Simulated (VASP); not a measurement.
# CuSb2 (P-3m1) in VASP: notebook, part 2 of 2

VASP 6.6.1. Earlier steps stand in the parts before.

**5. Relaxation of shape and atoms at fixed volume, PBE (22.81 Å³/atom)**

This run uses another cell than the first one, of 22.81 Å³/atom.

File INCAR:

```
SYSTEM = CuSb2
PREC     = Accurate       ! precision mode
ENCUT    = 600            ! plane-wave cutoff, eV
EDIFF    = 1E-6           ! SCF threshold, eV
ISMEAR   = 0              ! smearing method
SIGMA    = 0.05           ! smearing width, eV
LREAL    = .False.        ! projectors in reciprocal space
LASPH    = .True.         ! aspherical terms in the spheres
NELM     = 80             ! most SCF steps
ALGO     = Normal         ! electronic algorithm
ISIF     = 4              ! what is computed and relaxed
LWAVE    = .False.        ! write WAVECAR
LCHARG   = .False.        ! write CHGCAR
GGA      = PE             ! functional
IBRION   = 2              ! ionic algorithm
NSW      = 60             ! ionic steps
EDIFFG   = -0.01          ! ionic threshold
```

File KPOINTS:

```
regular mesh
0
Gamma
  10 10 8
  0 0 0
```

File POSCAR:

```
CuSb2
1.0
    4.0049079538      0.0000000000      0.0000000000
   -2.0024539769      3.4683520278      0.0000000000
    0.0000000000      0.0000000000      4.9272906387
Cu Sb
1 2
Direct
    0.0000000000      0.0000000000      0.0000000000
    0.3333333333      0.6666666667      0.2588614725
    0.6666666667      0.3333333333      0.7411385275
```

Potentials or basis: VASP PAW PBE potentials, release 64 (Cu, Sb).

On the command line:

```
$ cat potpaw_PBE.64/Cu/POTCAR potpaw_PBE.64/Sb/POTCAR > POTCAR
$ mpirun -np 1 vasp_std > vasp.out
```

OUTCAR:

```text
SYSTEM = CuSb2
   PREC = Accurate
   ENCUT = 600
   EDIFF = 1E-6
   ISMEAR = 0
   LREAL = .False.
   LASPH = .True.
   NELM = 80
   ISIF = 4
   GGA = PE
   IBRION = 2
   NSW = 60
   EDIFFG = -0.01

 ion  position               nearest neighbor table
   1  0.000  0.000  0.000-   2 2.64   3 2.64   2 2.64   3 2.64   3 2.64   2 2.64
   2  0.333  0.667  0.259-   1 2.64   1 2.64   1 2.64   3 3.32   3 3.32   3 3.32   3 3.44   3 3.44
                             3 3.44
   3  0.667  0.333  0.741-   1 2.64   1 2.64   1 2.64   2 3.32   2 3.32   2 3.32   2 3.44   2 3.44
                             2 3.44

  LATTYP: Found a hexagonal cell.
 ALAT       =     4.0049079538
 C/A-ratio  =     1.2303130797

  Lattice vectors:

 A1 = (   4.0049079538,   0.0000000000,   0.0000000000)
 A2 = (  -2.0024539769,   3.4683520278,   0.0000000000)
 A3 = (   0.0000000000,   0.0000000000,   4.9272906387)

Analysis of symmetry for initial positions (statically):
[... 275 lines left out ...]
      7       4.2685      2.00000
      8       4.9503      2.00000
      9       8.5421      0.00000
     10       8.5421      0.00000
     11       8.9453      0.00000
     12       8.9453      0.00000
     13      11.0844      0.00000
     14      12.3549      0.00000
[... 377 lines left out ...]
      1      -2.2680      2.00000
      2      -1.2864      2.00000
      3       2.6558      2.00000
      4       3.8662      2.00000
      5       3.8694      2.00000
      6       4.3104      2.00000
      7       4.3670      2.00000
      8       4.8272      2.00000
      9       5.2733      2.00000
     10       5.4657      2.00000
     11       6.3193      2.00000
     12       8.5799      0.00000
     13      10.4986      0.00000
     14      10.9281      0.00000

 [... further k-points ...]

------------------------ aborting loop because EDIFF is reached ----------------------------------------

  FORCE on cell =-STRESS in cart. coord.  units (eV):
  Direction    XX          YY          ZZ          XY          YZ          ZX
  --------------------------------------------------------------------------------------
  -------------------------------------------------------------------------------------
  Total        0.5043751      0.5043751      0.5240080      0.0000000      0.0000000      0.0000000
  in kB       11.8070206     11.8070206     12.2666115      0.0000000      0.0000000      0.0000000
  external PRESSURE =      11.9602176 kB  Pullay stress =       0.0000000 kB
[... 18 lines left out ...]
  FREE ENERGIE OF THE ION-ELECTRON SYSTEM (eV)
  ---------------------------------------------------
  free  energy   TOTEN  =       -11.7329538243 eV

  energy  without entropy=      -11.7313823627  energy(sigma->0) =      -11.73216809

 reached required accuracy - stopping structural energy minimisation
```

Wall time 64 s (1 thread of Intel Xeon 6975P-C (Granite Rapids), shared host); peak memory 0.28 GiB.

Results:

* Free energy: -11.7330 eV
* Energy gained by relaxing: 0.7 meV/atom
* Ionic steps: 3
* Pressure after relaxing: 1.2 GPa
* Largest force after relaxing: 0.004 eV/Å
* Band gap on the k mesh: zero (an odd number of electrons rules out a gap without spin polarisation)

Forces in eV/Å, atoms in the order of the input:
```
Cu   0.000  0.000  0.000
Sb   0.000  0.000  0.004
Sb   0.000  0.000 -0.004
```

The path:
| step | energy change (eV) | largest force (eV/Å) | pressure (GPa) | volume (Å³) |
| --- | --- | --- | --- | --- |
| 1 | 0.0000 | 0.1108 | 1.49 | 68.44 |
| 2 | -0.0011 | 0.0780 | 1.37 | 68.44 |
| 3 | -0.0021 | 0.0040 | 1.20 | 68.44 |

Final structure:
```
Cu Sb
1.0
     4.01179    0.00000    0.00000
    -2.00589    3.47431    0.00000
     0.00000    0.00000    4.91041
Cu Sb
1 2
Cartesian
  0.0000 0.0000 0.0000
  0.0000 2.3162 1.2887
  2.0059 1.1581 3.6217
```

Caveat: spin-orbit coupling is left out, which moves the levels of the heavy elements.

**6. Relaxation of cell and atoms, PBE**

This run uses another cell than the first one, of 23.25 Å³/atom.

File INCAR:

```
SYSTEM = CuSb2
  PREC = Accurate
  ENCUT = 600
  EDIFF = 1E-6
  ISMEAR = 0
  SIGMA = 0.05
  LREAL = .False.
  LASPH = .True.
  NELM = 100
  ALGO = Normal
  ISIF = 3
  LWAVE = .False.
  LCHARG = .False.
  GGA = PE
  IBRION = 2
  NSW = 50
  EDIFFG = -0.01
```

KPOINTS is that of step 5.

File POSCAR:

```
CuSb2
1.0
    4.0204141842      0.0000000000      0.0000000000
   -2.0102070921      3.4817808172      0.0000000000
    0.0000000000      0.0000000000      4.9837768654
Cu Sb
1 2
Direct
    0.0000000000      0.0000000000      0.0000000000
    0.3333333333      0.6666666667      0.2597808518
    0.6666666667      0.3333333333      0.7402191482
```

Potentials or basis: VASP PAW PBE potentials, release 64 (Cu, Sb).

On the command line:

```
$ cat potpaw_PBE.64/Cu/POTCAR potpaw_PBE.64/Sb/POTCAR > POTCAR
$ mpirun -np 1 vasp_std > vasp.out
```

It took 92 s on 1 thread of Intel Xeon 6975P-C (Granite Rapids), shared host; peak memory 0.29 GiB.

Results (log left out):

```
Free energy               : -11.7375 eV
Energy gained by relaxing : 0.2 meV/atom
Ionic steps               : 5
Pressure after relaxing   : 0.0 GPa
Band gap on the k mesh    : zero (an odd number of electrons rules out a gap without spin polarisation)
```

Forces in eV/Å, atoms in the order of the input:
```
Cu   0.000  0.000  0.000
Sb   0.000  0.000  0.003
Sb   0.000  0.000 -0.003
```

The path:
| step | energy change (eV) | largest force (eV/Å) | pressure (GPa) | volume (Å³) |
| --- | --- | --- | --- | --- |
| 1 | 0.0000 | 0.0047 | 0.05 | 69.76 |
| 2 | -0.0003 | 0.0004 | -0.02 | 69.84 |
| 3 | -0.0004 | 0.0086 | -0.17 | 69.95 |
| 4 | -0.0005 | 0.0007 | -0.07 | 69.81 |
| 5 | -0.0005 | 0.0029 | -0.01 | 69.77 |

Final structure:
```xyz
3
Lattice="4.0341 0.0000 0.0000 -2.0170 3.4936 0.0000 0.0000 0.0000 4.9503" Properties=species:S:1:pos:R:3 pbc="T T T"
Cu    0.0000    0.0000    0.0000
Sb    0.0000    2.3291    1.2864
Sb    2.0170    1.1645    3.6640
```

Levels at points of the mesh, in eV from the Fermi level:
| k point | band 8 | band 9 | band 10 | band 11 | band 12 | band 13 | band 14 |
| --- | --- | --- | --- | --- | --- | --- | --- |
| (0.00, 0.00, 0.00) | -2.69 | 0.87 | 0.87 | 1.23 | 1.23 | 3.43 | 4.53 |
| (0.50, 0.00, 0.00) | -2.35 | -2.30 | -2.26 | -1.66 | 0.13 | 3.03 | 3.27 |
| (0.00, 0.00, 0.50) | 0.29 | 0.60 | 0.62 | 0.62 | 2.05 | 2.05 | 4.93 |
| (0.50, 0.00, 0.50) | -3.27 | -3.08 | -1.04 | 0.43 | 1.06 | 1.33 | 5.79 |

Caveat: spin-orbit coupling is left out, which moves the levels of the heavy elements.

**7. The runs side by side**

| task | cell | k mesh | gap on the mesh (eV) | pressure (GPa) | relaxed volume (Å³/atom) | largest force (eV/Å) |
| --- | --- | --- | --- | --- | --- | --- |
| relaxation of shape and atoms at fixed volume | relaxed from a = 3.963, b = 3.963, c = 4.852 Å, angles 90.0, 90.0, 120.0°, 3 atoms, atomic positions A | 10 × 10 × 8 | none | 3.7 | - | 0.01 |
| relaxation of cell and atoms | relaxed from a = 3.550, b = 3.550, c = 5.728 Å, angles 90.0, 90.0, 120.0°, 3 atoms, atomic positions B | 12 × 12 × 6 | none | 0.0 | 23.20 | - |
| relaxation of shape and atoms at fixed volume | relaxed from a = 3.981, b = 3.981, c = 4.885 Å, angles 90.0, 90.0, 120.0°, 3 atoms, atomic positions C | 10 × 10 × 8 | none | 2.6 | - | 0.01 |
| relaxation of shape and atoms at fixed volume | relaxed from a = 4.005, b = 4.005, c = 4.927 Å, angles 90.0, 90.0, 120.0°, 3 atoms, atomic positions D | 10 × 10 × 8 | none | 1.2 | - | - |
| relaxation of cell and atoms | relaxed from a = 4.020, b = 4.020, c = 4.984 Å, angles 90.0, 90.0, 120.0°, 3 atoms, atomic positions C | 10 × 10 × 8 | none | 0.0 | 23.26 | - |

Alike in all rows: level PBE; potentials or basis VASP PAW PBE potentials, release 64 (Cu, Sb); no spin polarisation; cutoff (eV) 600; smearing gaussian 0.05 eV.

Caveats: spin-orbit coupling is left out, which moves the levels of the heavy elements.

Total energies depend on the potentials used, so only differences within one code and one set of settings carry meaning.
